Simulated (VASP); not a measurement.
Crystal: CuO.

```xyz
4
Lattice="2.9174 0.0000 0.0000 0.0396 2.9172 0.0000 0.0177 0.0175 5.2445" Properties=species:S:1:pos:R:3 pbc="T T T"
Cu    0.0198    1.4586    0.0000
Cu    1.4676    0.0087    2.6222
O     2.9262    0.0180    3.9328
O     0.0486    2.9167    1.3117
```

Base run:

| Quantity | Value |
| --- | --- |
| Program | VASP 6.6.1 |
| Functional | PBE |
| Potentials or basis | VASP PAW PBE potentials, release 64 (Cu, O) |
| Cutoff | 520 eV |
| k mesh | 9 × 9 × 5 |
| Occupations | fermi-dirac, width 0.05 eV |
| Spin | no spin polarisation |

Its results: band gap on the k mesh zero (band 17 reaches 5.40 eV, above the bottom of band 18 at 4.50 eV); pressure 0.1 GPa; largest force 0.013 eV/Å.

Task: The run is repeated on the same cell with these changes: functional from PBE to RPBE; further incar settings from ALGO = Normal; EDIFF = 1e-06; NBANDS = 25 to ALGO = Normal; EDIFF = 1e-07; NBANDS = 25. What comes out?

Result: Band gap on the k mesh zero (band 17 reaches 5.58 eV, above the bottom of band 18 at 4.69 eV); pressure 5.1 GPa; largest force 0.011 eV/Å.

Caveats: semilocal functionals often make such compounds metallic where correlation or magnetic order opens a gap, which also shifts bond lengths; the PAW data sets were made with another functional, which shifts forces and pressure a little (some runs).
